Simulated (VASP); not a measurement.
# Si: electric field gradients with PBE

The system is Si.

```
Si
1.0
    -2.25100    2.36850    1.26225
     2.25100   -2.36850    1.26225
     2.25100    2.36850   -1.26225
Si
2
Direct
  0.80700 0.55700 0.25000
  0.19300 0.44300 0.75000
```

This cell differs from its parent crystal: zz strain of -1 %.

```yaml
Program: VASP 6.6.1
Task: electric field gradients
Functional: PBE
Potentials_or_basis: VASP PAW PBE potentials, release 64 (Si)
Cutoff: 520 eV
k_mesh: 16 × 16 × 16
Occupations: fermi-dirac, width 0.05 eV
Spin: no spin polarisation
Dipole_correction: no
Further_INCAR_settings: ALGO = Normal; EDIFF = 1e-08; NBANDS = 11
```

| Item | Value |
| --- | --- |
| Pressure | 17.4 GPa |
| Largest force | 0.012 eV/Å |
| Band gap on the k mesh | zero (bands 4 and 5 overlap by 7.40 eV) |
| Largest electric field gradient by atom | Si -25.2 V/Å² |

Forces in eV/Å, atoms in the order of the input:
```
Si   0.000  0.000 -0.012
Si   0.000  0.000  0.012
```

Stress tensor (GPa, compression positive):
```
16.40  0.00  0.00
 0.00 18.18  0.00
 0.00  0.00 17.50
```

Levels at points of the mesh, in eV from the Fermi level:
| k point | band 1 | band 2 | band 3 | band 4 | band 5 | band 6 | band 7 | band 8 | band 9 |
| --- | --- | --- | --- | --- | --- | --- | --- | --- | --- |
| (0.00, 0.00, 0.00) | -14.91 | -3.08 | -2.56 | -1.78 | 1.00 | 7.75 | 9.08 | 10.26 | 10.68 |
| (0.50, 0.00, 0.00) | -7.91 | -7.64 | -1.83 | -1.34 | -1.30 | 0.04 | 4.90 | 5.23 | 10.19 |
| (0.00, 0.50, 0.00) | -7.82 | -7.36 | -2.89 | -2.15 | -1.36 | 1.04 | 5.22 | 6.23 | 9.52 |
| (0.50, 0.50, 0.00) | -11.56 | -11.56 | 0.06 | 0.06 | 2.83 | 2.83 | 9.04 | 9.04 | 10.61 |
| (0.50, 0.50, 0.50) | -9.33 | -8.28 | -7.77 | -7.50 | 6.10 | 6.73 | 14.20 | 14.98 | 15.08 |

Electric field gradients, principal values (V/Å²):
```csv
atom,least,middle,greatest (by size)
1 Si,10.533,14.706,-25.239
2 Si,10.533,14.706,-25.239
```

Run time: 3.8 min on 1 thread of AMD EPYC 7R13, on a shared host, peak memory 0.24 GiB.

Caveat: the cell differs from its parent crystal (zz strain of -1 %); the cell stands under pressure; without QUAD_EFG the Cq values of the log hold for a quadrupole moment of 1 mb, not for the nuclei.
